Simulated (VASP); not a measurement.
# Ca (P6_3/mmc) in VASP: single point with PBE

Aim: the single point of Ca with PBE.

Program: VASP 6.6.1. These are calculated values, not measurements. Logs are shortened: lines on timing, memory, paths and dates and some standing lists are left out, and cuts for length are marked.

## 1. The cell of the first run

Symmetry: P6_3/mmc, No. 194, hexagonal system. The conventional cell has a = 3.906 Å, b = 3.906 Å, c = 5.803 Å, α = 90.00°, β = 90.00°, γ = 120.00°. Ca (site symmetry -6m2) has 12 Ca at 3.67 to 3.91 Å within 4.8 Å.

## 2. Single point, PBE (Mg replaced by Ca, lengths x 1.149, strained)

INCAR reads:

```
SYSTEM = Ca
PREC = Accurate
ENCUT = 520
EDIFF = 1E-6
ISMEAR = 0
SIGMA = 0.1
LREAL = .False.
LASPH = .True.
NELM = 80
ALGO = Normal
ISIF = 2
LWAVE = .False.
LCHARG = .False.
GGA = PE
NBANDS = 17
```

KPOINTS reads:

```
Automatic mesh
0
Gamma
  6 6 4
  0 0 0
```

POSCAR reads:

```
Ca
1.0
    3.9060863211      0.0000000000      0.0000000000
   -1.9530431605      3.3827699834      0.0000000000
    0.0000000000      0.0000000000      5.8028553791
Ca
2
Direct
    0.3333333333      0.6666666667      0.2500000000
    0.6666666667      0.3333333333      0.7500000000
```

Potentials or basis: VASP PAW PBE potentials, release 64 (Ca_sv).

Launch:

```sh
> cat potpaw_PBE.64/Ca_sv/POTCAR > POTCAR
> mpirun -np 1 vasp_std > vasp.out
```

OUTCAR:

```text
SYSTEM = Ca
   PREC = Accurate
   ENCUT = 520
   EDIFF = 1E-6
   ISMEAR = 0
   LREAL = .False.
   LASPH = .True.
   NELM = 80
   ISIF = 2
   GGA = PE

 ion  position               nearest neighbor table
   1  0.333  0.667  0.250-
   2  0.667  0.333  0.750-

  LATTYP: Found a hexagonal cell.
 ALAT       =     3.9060863211
 C/A-ratio  =     1.4855932261

  Lattice vectors:

 A1 = (   3.9060863211,   0.0000000000,   0.0000000000)
 A2 = (  -1.9530431605,   3.3827699834,   0.0000000000)
 A3 = (   0.0000000000,   0.0000000000,   5.8028553791)

Analysis of symmetry for initial positions (statically):
=====================================================================
 Subroutine PRICEL returns:
 Original cell was already a primitive cell.

 Routine SETGRP: Setting up the symmetry group for a
 hexagonal supercell.

 Subroutine GETGRP returns: Found 24 space group operations
 (whereof 12 operations were pure point group operations)
 out of a pool of 24 trial point group operations.

The static configuration has the point symmetry D_3d.
 The point group associated with its full space group is D_6h.

Analysis of symmetry for dynamics (positions and initial velocities):
=====================================================================
 Subroutine PRICEL returns:
 Original cell was already a primitive cell.

 Routine SETGRP: Setting up the symmetry group for a
 hexagonal supercell.

 Subroutine GETGRP returns: Found 24 space group operations
 (whereof 12 operations were pure point group operations)
 out of a pool of 24 trial point group operations.

The dynamic configuration has the point symmetry D_3d.
 The point group associated with its full space group is D_6h.

 Subroutine INISYM returns: Found 24 space group operations
 (whereof 12 operations are pure point group operations),
 and found     1 'primitive' translations

----------------------------------------------------------------------------------------

                                     Primitive cell

  volume of cell :      76.6754

  direct lattice vectors                    reciprocal lattice vectors
     3.906086321  0.000000000  0.000000000     0.256010727  0.147807862  0.000000000
    -1.953043161  3.382769983  0.000000000     0.000000000  0.295615725  0.000000000
     0.000000000  0.000000000  5.802855379     0.000000000  0.000000000  0.172328954

  length of vectors
     3.906086321  3.906086321  5.802855379     0.295615725  0.295615725  0.172328954

  position of ions in fractional coordinates (direct lattice)
     0.333333333  0.666666667  0.250000000
     0.666666667  0.333333333  0.750000000

  ion indices of the primitive-cell ions
   primitive index   ion index
                 1           1
                 2           2

----------------------------------------------------------------------------------------

 KPOINTS: Automatic mesh

Automatic generation of k-mesh.
 Grid dimensions read from file:
 generate k-points for:    6    6    4

 Generating k-lattice:

  Cartesian coordinates                     Fractional coordinates (reciprocal lattice)
     0.042668455  0.024634644  0.000000000     0.166666667  0.000000000  0.000000000
     0.000000000  0.049269287  0.000000000     0.000000000  0.166666667  0.000000000
     0.000000000  0.000000000  0.043082239     0.000000000  0.000000000  0.250000000

  Length of vectors
     0.049269287  0.049269287  0.043082239

  Shift w.r.t. Gamma in fractional coordinates (k-lattice)
     0.000000000  0.000000000  0.000000000

 Subroutine IBZKPT returns following result:
 ===========================================

 Found     21 irreducible k-points:

 Following reciprocal coordinates:
            Coordinates               Weight
  0.000000  0.000000  0.000000      1.000000
  0.166667  0.000000  0.000000      6.000000
  0.333333  0.000000  0.000000      6.000000
  0.500000  0.000000  0.000000      3.000000
  0.166667  0.166667  0.000000      6.000000
  0.333333  0.166667  0.000000     12.000000
[... 13 lines left out ...]
  0.333333  0.166667  0.500000     12.000000
  0.333333  0.333333  0.500000      2.000000
   k-points           NKPTS =     21   k-points in BZ     NKDIM =     21   number of bands    NBANDS=     17
   number of dos      NEDOS =    301   number of ions     NIONS =      2
   total plane-waves  NPLWV =  43200
   dimension x,y,z NGX =    30 NGY =   30 NGZ =   48
   dimension x,y,z NGXF=    60 NGYF=   60 NGZF=   96
   ions per type =               2
   NGX,Y,Z   is equivalent  to a cutoff of  12.77, 12.77, 13.75 a.u.
   NGXF,Y,Z  is equivalent  to a cutoff of  25.54, 25.54, 27.50 a.u.
 SYSTEM =  Ca
   PREC   = accura    normal or accurate (medium, high low for compatibility)
   ISTART =      0    job   : 0-new  1-cont  2-samecut
   ICHARG =      2    charge: 1-file 2-atom 10-const
   ISPIN  =      1    spin polarized calculation?
   LNONCOLLINEAR =      F non collinear calculations
   LSORBIT =      F    spin-orbit coupling
   LASPH  =      T    aspherical Exc in radial PAW
   ENCUT  =  520.0 eV  38.22 Ry    6.18 a.u.   7.26  7.26 10.79*2*pi/ulx,y,z
   NELM   =     80;   NELMIN=  2; NELMDL= -5     # of ELM steps
   EDIFF  = 0.1E-05   stopping-criterion for ELM
   LREAL  =      F    real-space projection
   EDIFFG = 0.1E-04   stopping-criterion for IOM
   NSW    =      0    number of steps for IOM
   IBRION =     -1    ionic relax: 0-MD 1-quasi-New 2-CG
   NFREE  =      0    steps in history (QN), initial steepest desc. (CG)
   ISIF   =      2    stress and relaxation
   ISYM   =      2    0-nonsym 1-usesym 2-fastsym
   POTIM  = 0.5000    time-step for ionic-motion
   TEBEG  =    0.0;   TEEND  =   0.0 temperature during run
   PSTRESS=    0.0 pullay stress
   NELECT =      20.0000    total number of electrons
   NUPDOWN=      -1.0000    fix difference up-down
   EMIN   =  10.00;   EMAX   =-10.00  energy-range for DOS
   EFERMI =   0.00;   METHOD = LEGACY
   ISMEAR =     0;   SIGMA  =   0.10  broadening in eV -4-tet -1-fermi 0-gaus
   EFERMI_NEDOS =   21; number of points for ismear=-14 and -15
   IALGO  =     38    algorithm
   IMIX   =      4    mixing-type and parameters
     AMIX     =   0.40;   BMIX     =  1.00
     AMIX_MAG =   1.60;   BMIX_MAG =  1.00
  volume/ion in A,a.u.               =      38.34       258.72
  Fermi-wavevector in a.u.,A,eV,Ry     =   1.046003  1.976659 14.886429  1.094122
  Thomas-Fermi vector in A             =   2.180822
   LORBIT       =      0    0 simple, 1 ext, 2 COOP (PROOUT), +10 PAW based schemes
   GGA     = PE    functional components
   LHFCALC =     F    Hartree Fock is set to
   AEXX    =    0.0000 exact exchange contribution
   IVDW    =     0    specifies the selected vdW correction
   LEPSILON=     F    determine dielectric tensor
   LRPA    =     F    only Hartree local field effects (RPA)
 non-spin polarized calculation
 Gauss-broadening in eV      SIGMA  =   0.10
  energy-cutoff  :      520.00
  volume of cell :       76.68
 maximum number of plane-waves:      2092
 NGX is ok and might be reduce to    30
   NGX = 15   NGY = 15   NGZ = 21

 number of electron      19.9999997 magnetization

 Free energy of the ion-electron system (eV)
  ---------------------------------------------------
  ext. energy  EPLUGINS =         0.00000000
  ---------------------------------------------------
  free energy    TOTEN  =        -3.74339831 eV

  energy without entropy =       -3.73157519  energy(sigma->0) =       -3.73748675

 E-fermi :   2.4371     XC(G=0):  -8.0342

 val. band max:        2.4162745258   @ k =   0.1667   0.1667   0.0000
 cond. band min:       2.4514271726   @ k =   0.3333   0.3333   0.5000
 fundamental gap:      0.0351526468
 Fermi energy:         2.4371061940

 k-point     1 :       0.0000    0.0000    0.0000
  band No.  band energies     occupation
      1     -39.4227      2.00000
      2     -39.3914      2.00000
      3     -20.5650      2.00000
      4     -20.3660      2.00000
      5     -20.3660      2.00000
      6     -20.3234      2.00000
[... 9 lines left out ...]
     16       5.2124      0.00000
     17       5.2761      0.00000

 k-point     2 :       0.1667    0.0000    0.0000
  band No.  band energies     occupation
      1     -39.4185      2.00000
      2     -39.3909      2.00000
      3     -20.5471      2.00000
      4     -20.3926      2.00000
      5     -20.3763      2.00000
      6     -20.3506      2.00000
[... 9 lines left out ...]
     16       5.0171      0.00000
     17       5.4628      0.00000

 k-point     3 :       0.3333    0.0000    0.0000
  band No.  band energies     occupation
      1     -39.4091      2.00000
      2     -39.3910      2.00000
      3     -20.5028      2.00000
      4     -20.4474      2.00000
      5     -20.4049      2.00000
      6     -20.3956      2.00000
[... 9 lines left out ...]
     16       5.9012      0.00000
     17       6.1857      0.00000

 k-point     4 :       0.5000    0.0000    0.0000
  band No.  band energies     occupation
      1     -39.4029      2.00000
      2     -39.3926      2.00000
      3     -20.4754      2.00000
      4     -20.4693      2.00000
      5     -20.4309      2.00000
      6     -20.4049      2.00000
[... 9 lines left out ...]
     16       6.5757      0.00000
     17       6.8192      0.00000

 k-point     5 :       0.1667    0.1667    0.0000
  band No.  band energies     occupation
      1     -39.4116      2.00000
      2     -39.3908      2.00000
      3     -20.5155      2.00000
      4     -20.4195      2.00000
      5     -20.4160      2.00000
      6     -20.3725      2.00000
[... 9 lines left out ...]
     16       5.6660      0.00000
     17       5.7979      0.00000

 k-point     6 :       0.3333    0.1667    0.0000
  band No.  band energies     occupation
      1     -39.4029      2.00000
      2     -39.3925      2.00000
      3     -20.4697      2.00000
      4     -20.4622      2.00000
      5     -20.4282      2.00000
      6     -20.4051      2.00000
[... 9 lines left out ...]
     16       6.3206      0.00000
     17       6.4825      0.00000

 k-point     7 :       0.3333    0.3333    0.0000
  band No.  band energies     occupation
      1     -39.3966      2.00000
      2     -39.3966      2.00000
      3     -20.4630      2.00000
      4     -20.4281      2.00000
      5     -20.4281      2.00000
      6     -20.4212      2.00000
[... 9 lines left out ...]
     16       6.5331      0.00000
     17       6.5537      0.00000

 k-point     8 :       0.0000    0.0000    0.2500
  band No.  band energies     occupation
      1     -39.4181      2.00000
      2     -39.3960      2.00000
      3     -20.5307      2.00000
      4     -20.3598      2.00000
      5     -20.3595      2.00000
      6     -20.3595      2.00000
[... 9 lines left out ...]
     16       4.9170      0.00000
     17       5.7127      0.00000
[... 143 lines left out ...]
      1     -39.4047      2.00000
      2     -39.4047      2.00000
      3     -20.4587      2.00000
      4     -20.4587      2.00000
      5     -20.3550      2.00000
      6     -20.3550      2.00000
[... 9 lines left out ...]
     16       4.7960      0.00000
     17       6.3654      0.00000

 k-point    17 :       0.3333    0.0000    0.5000
  band No.  band energies     occupation
      1     -39.4000      2.00000
      2     -39.4000      2.00000
      3     -20.4945      2.00000
      4     -20.4945      2.00000
      5     -20.3654      2.00000
      6     -20.3654      2.00000
[... 9 lines left out ...]
     16       5.1323      0.00000
     17       6.4730      0.00000

 k-point    18 :       0.5000    0.0000    0.5000
  band No.  band energies     occupation
      1     -39.3977      2.00000
      2     -39.3977      2.00000
      3     -20.5159      2.00000
      4     -20.5159      2.00000
      5     -20.3703      2.00000
      6     -20.3703      2.00000
[... 9 lines left out ...]
     16       5.2246      0.00000
     17       6.7171      0.00000

 k-point    19 :       0.1667    0.1667    0.5000
  band No.  band energies     occupation
      1     -39.4012      2.00000
      2     -39.4012      2.00000
      3     -20.4815      2.00000
      4     -20.4815      2.00000
      5     -20.3744      2.00000
      6     -20.3744      2.00000
[... 9 lines left out ...]
     16       5.0731      0.00000
     17       6.3137      0.00000

 k-point    20 :       0.3333    0.1667    0.5000
  band No.  band energies     occupation
      1     -39.3977      2.00000
      2     -39.3977      2.00000
      3     -20.5054      2.00000
      4     -20.5054      2.00000
      5     -20.3962      2.00000
      6     -20.3962      2.00000
[... 9 lines left out ...]
     16       5.2840      0.00000
     17       6.5522      0.00000

 k-point    21 :       0.3333    0.3333    0.5000
  band No.  band energies     occupation
      1     -39.3965      2.00000
      2     -39.3965      2.00000
      3     -20.5019      2.00000
      4     -20.5019      2.00000
      5     -20.4196      2.00000
      6     -20.4196      2.00000
[... 9 lines left out ...]
     16       5.4932      0.00000
     17       6.3161      0.00000

------------------------ aborting loop because EDIFF is reached ----------------------------------------

  FORCE on cell =-STRESS in cart. coord.  units (eV):
  Direction    XX          YY          ZZ          XY          YZ          ZX
  --------------------------------------------------------------------------------------
  -------------------------------------------------------------------------------------
  Total        0.6482581      0.6482581      1.7978600      0.0000000     -0.0000000      0.0000000
  in kB       13.5457324     13.5457324     37.5673367      0.0000000     -0.0000000      0.0000000
  external PRESSURE =      21.5529338 kB  Pullay stress =       0.0000000 kB

 VOLUME and BASIS-vectors are now :
 -----------------------------------------------------------------------------
  energy-cutoff  :      520.00
  volume of cell :       76.68
      direct lattice vectors                 reciprocal lattice vectors
     3.906086321  0.000000000  0.000000000     0.256010727  0.147807862  0.000000000
    -1.953043161  3.382769983  0.000000000     0.000000000  0.295615725  0.000000000
     0.000000000  0.000000000  5.802855379     0.000000000  0.000000000  0.172328954

 POSITION                                       TOTAL-FORCE (eV/Angst)
 -----------------------------------------------------------------------------------
     -0.00000      2.25518      1.45071        -0.000000     -0.000000      0.000000
      1.95304      1.12759      4.35214         0.000000      0.000000     -0.000000
 -----------------------------------------------------------------------------------
    total drift:                               -0.000000      0.000000      0.000000

  FREE ENERGIE OF THE ION-ELECTRON SYSTEM (eV)
  ---------------------------------------------------
  free  energy   TOTEN  =        -3.7433983059 eV

  energy  without entropy=       -3.7315751886  energy(sigma->0) =       -3.73748675
```

Wall time 21 s (1 thread of Intel Xeon Platinum 8488C (Sapphire Rapids), shared host); peak memory 0.19 GiB.

Results:

```yaml
Free_energy: -3.7434 eV
Pressure: 2.2 GPa
Band_gap_on_the_k_mesh: zero (band 10 reaches 2.53 eV, above the bottom of band 11 at 2.05 eV)
```

Levels at points of the mesh, in eV from the Fermi level:
```csv
k point,band 8,band 9,band 10,band 11,band 12,band 13
"(0.00, 0.00, 0.00)",-22.76,-4.28,-0.87,0.33,2.26,2.26
"(0.50, 0.00, 0.00)",-22.77,-1.34,-0.87,0.20,0.21,1.65
"(0.00, 0.00, 0.50)",-22.78,-3.03,-3.03,1.73,1.73,2.16
"(0.50, 0.00, 0.50)",-22.80,-0.82,-0.82,0.08,0.08,1.62
```

Caveat: the cell differs from its parent crystal (Mg replaced by Ca, lengths x 1.149, strained).
